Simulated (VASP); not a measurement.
# SiC (P6_3mc) in VASP: a series of runs

Runs on SiC. Level: LDA. Tasks: relaxation of cell and atoms.

All numbers are computed with VASP 6.6.1; they aren't measurements. Logs are shortened: lines on timing, memory, paths and dates and some standing lists are left out, and cuts for length are marked.

**1. The cell of the first run**

It takes space group P6_3mc (No. 186, hexagonal). Conventional cell: a = 3.056 Å, b = 3.056 Å, c = 5.016 Å, α = 90.00°, β = 90.00°, γ = 120.00°. Within 2.5 Å of Si (site symmetry 3m) lie 4 C at 1.87 to 1.89 Å. Within 2.5 Å of C (site symmetry 3m) lie 4 Si at 1.87 to 1.89 Å.

**2. Relaxation of cell and atoms, LDA, target pressure 1 GPa, at which the enthalpy is minimised**

INCAR reads:

```
SYSTEM = SiC
  ALGO = Normal
  EDIFF = 1E-6
  EDIFFG = -0.002
  ENCUT = 600
  GGA = CA
  IBRION = 2
  ISIF = 3
  ISMEAR = 0
  LASPH = .True.
  LCHARG = .False.
  LREAL = .False.
  LWAVE = .False.
  NELM = 60
  NSW = 100
  PREC = Accurate
  PSTRESS = 10.0
  SIGMA = 0.01
```

KPOINTS reads:

```
k-points
0
Gamma
  8 8 6
  0 0 0
```

POSCAR reads:

```
SiC
1.0
    3.0563647925      0.0000000000      0.0000000000
   -1.5281823962      2.6468895535      0.0000000000
    0.0000000000      0.0000000000      5.0159020124
Si C
2 2
Direct
    0.3333333333      0.6666666667      0.0045955262
    0.6666666667      0.3333333333      0.5045955262
    0.3333333333      0.6666666667      0.3804044738
    0.6666666667      0.3333333333      0.8804044738
```

Potentials or basis: VASP PAW LDA potentials, release 64 (Si, C).

On the command line:

```
cat potpaw_LDA.64/Si/POTCAR potpaw_LDA.64/C/POTCAR > POTCAR
mpirun -np 1 vasp_std > vasp.out
```

OUTCAR:

```text
SYSTEM = SiC
   EDIFF = 1E-6
   EDIFFG = -0.002
   ENCUT = 600
   GGA = CA
   IBRION = 2
   ISIF = 3
   ISMEAR = 0
   LASPH = .True.
   LREAL = .False.
   NELM = 60
   NSW = 100
   PREC = Accurate
   PSTRESS = 10.0

 ion  position               nearest neighbor table
   1  0.333  0.667  0.005-   4 1.87   4 1.87   4 1.87   3 1.89   2 3.07   2 3.07   2 3.07   2 3.07
                             2 3.07   2 3.07
   2  0.667  0.333  0.505-   3 1.87   3 1.87   3 1.87   4 1.89   1 3.07   1 3.07   1 3.07   1 3.07
                             1 3.07   1 3.07
   3  0.333  0.667  0.380-   2 1.87   2 1.87   2 1.87   1 1.89
   4  0.667  0.333  0.880-   1 1.87   1 1.87   1 1.87   2 1.89

  LATTYP: Found a hexagonal cell.
 ALAT       =     3.0563647925
 C/A-ratio  =     1.6411332917

  Lattice vectors:

 A1 = (   3.0563647925,   0.0000000000,   0.0000000000)
 A2 = (  -1.5281823962,   2.6468895535,   0.0000000000)
 A3 = (   0.0000000000,   0.0000000000,   5.0159020124)

Analysis of symmetry for initial positions (statically):
=====================================================================
 Subroutine PRICEL returns:
 Original cell was already a primitive cell.

 Routine SETGRP: Setting up the symmetry group for a
 hexagonal supercell.

 Subroutine GETGRP returns: Found 12 space group operations
 (whereof  6 operations were pure point group operations)
 out of a pool of 24 trial point group operations.

The static configuration has the point symmetry C_3v.
 The point group associated with its full space group is C_6v.

Analysis of symmetry for dynamics (positions and initial velocities):
=====================================================================
 Subroutine PRICEL returns:
 Original cell was already a primitive cell.

 Routine SETGRP: Setting up the symmetry group for a
 hexagonal supercell.

 Subroutine GETGRP returns: Found 12 space group operations
 (whereof  6 operations were pure point group operations)
 out of a pool of 24 trial point group operations.

The dynamic configuration has the point symmetry C_3v.
 The point group associated with its full space group is C_6v.

 Subroutine INISYM returns: Found 12 space group operations
 (whereof  6 operations are pure point group operations),
 and found     1 'primitive' translations

----------------------------------------------------------------------------------------

                                     Primitive cell

  volume of cell :      40.5779

  direct lattice vectors                    reciprocal lattice vectors
     3.056364793  0.000000000  0.000000000     0.327186075  0.188900968  0.000000000
    -1.528182396  2.646889553  0.000000000     0.000000000  0.377801937  0.000000000
     0.000000000  0.000000000  5.015902012     0.000000000  0.000000000  0.199365936

  length of vectors
     3.056364793  3.056364792  5.015902012     0.377801937  0.377801937  0.199365936

  position of ions in fractional coordinates (direct lattice)
     0.333333333  0.666666667  0.004595526
     0.666666667  0.333333333  0.504595526
     0.333333333  0.666666667  0.380404474
     0.666666667  0.333333333  0.880404474

  ion indices of the primitive-cell ions
   primitive index   ion index
                 1           1
                 2           2
                 3           3
                 4           4

----------------------------------------------------------------------------------------

 KPOINTS: k-points

Automatic generation of k-mesh.
 Grid dimensions read from file:
 generate k-points for:    8    8    6

 Generating k-lattice:

  Cartesian coordinates                     Fractional coordinates (reciprocal lattice)
     0.040898259  0.023612621  0.000000000     0.125000000  0.000000000  0.000000000
     0.000000000  0.047225242  0.000000000     0.000000000  0.125000000  0.000000000
     0.000000000  0.000000000  0.033227656     0.000000000  0.000000000  0.166666667

  Length of vectors
     0.047225242  0.047225242  0.033227656

  Shift w.r.t. Gamma in fractional coordinates (k-lattice)
     0.000000000  0.000000000  0.000000000

 Subroutine IBZKPT returns following result:
 ===========================================

 Found     40 irreducible k-points:

 Following reciprocal coordinates:
            Coordinates               Weight
  0.000000  0.000000  0.000000      1.000000
  0.125000 -0.000000  0.000000      6.000000
  0.250000 -0.000000  0.000000      6.000000
  0.375000 -0.000000  0.000000      6.000000
  0.500000 -0.000000  0.000000      3.000000
  0.125000  0.125000  0.000000      6.000000
[... 16 lines left out ...]
  0.250000 -0.000000  0.333333     12.000000
  0.375000 -0.000000  0.333333     12.000000
 [... further k-points ...]
   k-points           NKPTS =     40   k-points in BZ     NKDIM =     40   number of bands    NBANDS=     12
   number of dos      NEDOS =    301   number of ions     NIONS =      4
   total plane-waves  NPLWV =  23040
   dimension x,y,z NGX =    24 NGY =   24 NGZ =   40
   dimension x,y,z NGXF=    48 NGYF=   48 NGZF=   80
   ions per type =               2   2
   NGX,Y,Z   is equivalent  to a cutoff of  13.05, 13.05, 13.26 a.u.
   NGXF,Y,Z  is equivalent  to a cutoff of  26.11, 26.11, 26.52 a.u.
 SYSTEM =  SiC
   PREC   = accura    normal or accurate (medium, high low for compatibility)
   ISTART =      0    job   : 0-new  1-cont  2-samecut
   ICHARG =      2    charge: 1-file 2-atom 10-const
   ISPIN  =      1    spin polarized calculation?
   LNONCOLLINEAR =      F non collinear calculations
   LSORBIT =      F    spin-orbit coupling
   LASPH  =      T    aspherical Exc in radial PAW
   ENCUT  =  600.0 eV  44.10 Ry    6.64 a.u.   6.10  6.10 10.02*2*pi/ulx,y,z
   NELM   =     60;   NELMIN=  2; NELMDL= -5     # of ELM steps
   EDIFF  = 0.1E-05   stopping-criterion for ELM
   LREAL  =      F    real-space projection
   EDIFFG = -.2E-02   stopping-criterion for IOM
   NSW    =    100    number of steps for IOM
   IBRION =      2    ionic relax: 0-MD 1-quasi-New 2-CG
   NFREE  =      1    steps in history (QN), initial steepest desc. (CG)
   ISIF   =      3    stress and relaxation
   ISYM   =      2    0-nonsym 1-usesym 2-fastsym
   POTIM  = 0.5000    time-step for ionic-motion
   TEBEG  =    0.0;   TEEND  =   0.0 temperature during run
   PSTRESS=   10.0 pullay stress
   NELECT =      16.0000    total number of electrons
   NUPDOWN=      -1.0000    fix difference up-down
   EMIN   =  10.00;   EMAX   =-10.00  energy-range for DOS
   EFERMI =   0.00;   METHOD = LEGACY
   ISMEAR =     0;   SIGMA  =   0.01  broadening in eV -4-tet -1-fermi 0-gaus
   EFERMI_NEDOS =   21; number of points for ismear=-14 and -15
   IALGO  =     38    algorithm
   IMIX   =      4    mixing-type and parameters
     AMIX     =   0.40;   BMIX     =  1.00
     AMIX_MAG =   1.60;   BMIX_MAG =  1.00
  volume/ion in A,a.u.               =      10.14        68.46
  Fermi-wavevector in a.u.,A,eV,Ry     =   1.200470  2.268560 19.607755  1.441129
  Thomas-Fermi vector in A             =   2.336306
   LORBIT       =      0    0 simple, 1 ext, 2 COOP (PROOUT), +10 PAW based schemes
   GGA     = CA    functional components
   LHFCALC =     F    Hartree Fock is set to
   AEXX    =    0.0000 exact exchange contribution
   IVDW    =     0    specifies the selected vdW correction
   LEPSILON=     F    determine dielectric tensor
   LRPA    =     F    only Hartree local field effects (RPA)
 conjugate gradient relaxation of ions
 non-spin polarized calculation
 Gauss-broadening in eV      SIGMA  =   0.01
  energy-cutoff  :      600.00
  volume of cell :       40.58
 maximum number of plane-waves:      1372
   NGX = 13   NGY = 13   NGZ = 21

--------------------------------------- Ionic step        1  -------------------------------------------

 number of electron      15.9999998 magnetization

 Free energy of the ion-electron system (eV)
  ---------------------------------------------------
  ext. energy  EPLUGINS =         0.00000000
  ---------------------------------------------------
  free energy    TOTEN  =       -33.27893352 eV

  energy without entropy =      -33.27893352  energy(sigma->0) =      -33.27893352

------------------------ aborting loop because EDIFF is reached ----------------------------------------

  FORCE on cell =-STRESS in cart. coord.  units (eV):
  Direction    XX          YY          ZZ          XY          YZ          ZX
  --------------------------------------------------------------------------------------
  -------------------------------------------------------------------------------------
  Total        0.0651371      0.0651371      0.0649442      0.0000000      0.0000000      0.0000000
  in kB        2.5718695      2.5718695      2.5642543      0.0000000      0.0000000      0.0000000
  external PRESSURE =      -7.4306689 kB  Pullay stress =      10.0000000 kB
[... 65 lines left out ...]
  enthalpy is  TOTEN    =       -33.0255841446 eV   P V=        0.2515468510

--------------------------------------- Ionic step        3  -------------------------------------------

 number of electron      15.9999998 magnetization

 Free energy of the ion-electron system (eV)
  ---------------------------------------------------
  ext. energy  EPLUGINS =         0.00000000
  ---------------------------------------------------
  free energy    TOTEN  =       -33.27842443 eV

  energy without entropy =      -33.27842443  energy(sigma->0) =      -33.27842443

 E-fermi :   8.5664     XC(G=0): -11.6464

 val. band max:        8.4715029918   @ k =   0.0000   0.0000   0.0000
 cond. band min:      10.8453329728   @ k =   0.3750   0.2500   0.0000
 fundamental gap:      2.3738299810
 Fermi energy:         8.5664105024

 k-point     1 :       0.0000    0.0000    0.0000
  band No.  band energies     occupation
      1      -7.1872      2.00000
      2      -3.4853      2.00000
      3      -0.3749      2.00000
      4       7.1450      2.00000
      5       7.1450      2.00000
      6       8.3568      2.00000
      7       8.4715      2.00000
      8       8.4715      2.00000
      9      13.4238      0.00000
     10      14.9267      0.00000
     11      15.1581      0.00000
     12      15.1581      0.00000
[... 331 lines left out ...]
 k-point    24 :       0.3750   -0.0000    0.3333
  band No.  band energies     occupation
      1      -4.3275      2.00000
      2      -2.9682      2.00000
      3       0.8283      2.00000
      4       2.1128      2.00000
      5       4.3795      2.00000
      6       5.7232      2.00000
      7       6.6723      2.00000
      8       6.7439      2.00000
      9      11.5853      0.00000
     10      12.4190      0.00000
     11      14.2128      0.00000
     12      15.7730      0.00000

 [... further k-points ...]

------------------------ aborting loop because EDIFF is reached ----------------------------------------

  FORCE on cell =-STRESS in cart. coord.  units (eV):
  Direction    XX          YY          ZZ          XY          YZ          ZX
  --------------------------------------------------------------------------------------
  -------------------------------------------------------------------------------------
  Total        0.2543639      0.2543639      0.2494401      0.0000000     -0.0000000      0.0000000
  in kB       10.0755736     10.0755736      9.8805340      0.0000000     -0.0000000      0.0000000
  external PRESSURE =       0.0105604 kB  Pullay stress =      10.0000000 kB
[... 19 lines left out ...]
  FREE ENERGIE OF THE ION-ELECTRON SYSTEM (eV)
  ---------------------------------------------------
  free  energy   TOTEN  =       -33.2784244304 eV

  energy  without entropy=      -33.2784244304  energy(sigma->0) =      -33.27842443

  enthalpy is  TOTEN    =       -33.0259683867 eV   P V=        0.2524560437

 reached required accuracy - stopping structural energy minimisation
```

Wall time 45 s (1 thread of Intel Xeon 8259CL, shared host); peak memory 0.15 GiB.

What came out:

```
Free energy                                            : -33.2784 eV
Relaxed volume                                         : 10.11 Å³/atom
Relaxed cell                                           : a = 3.053 Å, b = 3.053 Å, c = 5.011 Å, α = 90.00°, β = 90.00°, γ = 120.00°
Space group after relaxing (to 0.05 Å)                 : P6_3mc (No. 186)
Energy change on relaxing (the enthalpy is what falls) : +0.1 meV/atom
Ionic steps                                            : 3
Pressure after relaxing                                : 1.0 GPa
Band gap on the k mesh                                 : 2.37 eV, indirect (least direct gap 3.92 eV)
```

Step by step:
| step | energy change (eV) | largest force (eV/Å) | pressure (GPa) | volume (Å³) |
| --- | --- | --- | --- | --- |
| 1 | 0.0000 | 0.0006 | 0.26 | 40.58 |
| 2 | 0.0018 | 0.0017 | 1.85 | 40.30 |
| 3 | 0.0005 | 0.0004 | 1.00 | 40.45 |

Final structure:
```cif
data_structure
_symmetry_space_group_name_H-M 'P 1'
_symmetry_Int_Tables_number 1
_cell_length_a 3.0531
_cell_length_b 3.0531
_cell_length_c 5.0105
_cell_angle_alpha 90.000
_cell_angle_beta 90.000
_cell_angle_gamma 120.000
_cell_volume 40.45
loop_
_atom_site_label
_atom_site_type_symbol
_atom_site_fract_x
_atom_site_fract_y
_atom_site_fract_z
_atom_site_occupancy
Si1 Si 0.33333 0.66667 0.00459 1
Si2 Si 0.66667 0.33333 0.50459 1
C1 C 0.33333 0.66667 0.38041 1
C2 C 0.66667 0.33333 0.88041 1
```

Caveat: the cell is relaxed towards a set pressure, so the enthalpy falls and the energy may rise.

**3. Relaxation of cell and atoms, LDA, target pressure 2 GPa, at which the enthalpy is minimised**

INCAR reads:

```
SYSTEM = SiC
PREC = Accurate
ENCUT = 600
EDIFF = 1E-6
ISMEAR = 0
SIGMA = 0.01
LREAL = .False.
LASPH = .True.
NELM = 60
ALGO = Normal
ISIF = 3
LWAVE = .False.
LCHARG = .False.
GGA = CA
IBRION = 2
NSW = 100
EDIFFG = -0.002
PSTRESS = 20.0
```

KPOINTS reads:

```
Automatic mesh
0
Gamma
  8 8 6
  0 0 0
```

POSCAR is that of step 2.

Potentials or basis: VASP PAW LDA potentials, release 64 (Si, C).

On the command line:

```
cat potpaw_LDA.64/Si/POTCAR potpaw_LDA.64/C/POTCAR > POTCAR
mpirun -np 1 vasp_std > vasp.out
```

It took 63 s on 1 thread of Intel Xeon 8259CL, shared host; peak memory 0.15 GiB.

Results (log left out):

```
Free energy                                            : -33.2768 eV
Relaxed volume                                         : 10.07 Å³/atom
Relaxed cell                                           : a = 3.049 Å, b = 3.049 Å, c = 5.003 Å, α = 90.00°, β = 90.00°, γ = 120.00°
Space group after relaxing (to 0.05 Å)                 : P6_3mc (No. 186)
Energy change on relaxing (the enthalpy is what falls) : +0.5 meV/atom
Ionic steps                                            : 5
Pressure after relaxing                                : 2.0 GPa
Band gap on the k mesh                                 : 2.37 eV, indirect (least direct gap 3.92 eV)
```

Step by step:
```
step  energy change (eV)  largest force (eV/Å)  pressure (GPa)  volume (Å³)
   1              0.0000                0.0006            0.26        40.58
   2              0.0086                0.0033            4.06        39.93
   3              0.0021                0.0012            2.00        40.28
   4              0.0022                0.0012            2.02        40.27
   5              0.0021                0.0015            2.00        40.28
```

Final structure:
```xyz
4
Lattice="3.0490 0.0000 0.0000 -1.5245 2.6405 0.0000 0.0000 0.0000 5.0031" Properties=species:S:1:pos:R:3 pbc="T T T"
Si    0.0000    1.7603    0.0230
Si    1.5245    0.8802    2.5246
C     0.0000    1.7603    1.9032
C     1.5245    0.8802    4.4047
```

Levels at points of the mesh, in eV from the valence-band top:
```
           k point  band 4  band 5  band 6  band 7  band 8  band 9  band 10  band 11  band 12
(0.00, 0.00, 0.00)   -1.33   -1.33   -0.12    0.00    0.00    4.99     6.50     6.71     6.71
(0.50, 0.00, 0.00)   -6.34   -5.54   -3.39   -3.38   -1.20    2.72     4.17     7.01     7.14
(0.00, 0.00, 0.50)   -4.47   -0.72   -0.72   -0.72   -0.72    6.06     6.06     7.39     7.39
(0.50, 0.00, 0.50)   -8.40   -2.49   -2.49   -2.36   -2.36    3.27     3.27     5.27     5.27
```

Caveat: the cell is relaxed towards a set pressure, so the enthalpy falls and the energy may rise. Zero-point motion and thermal expansion aren't in these numbers.
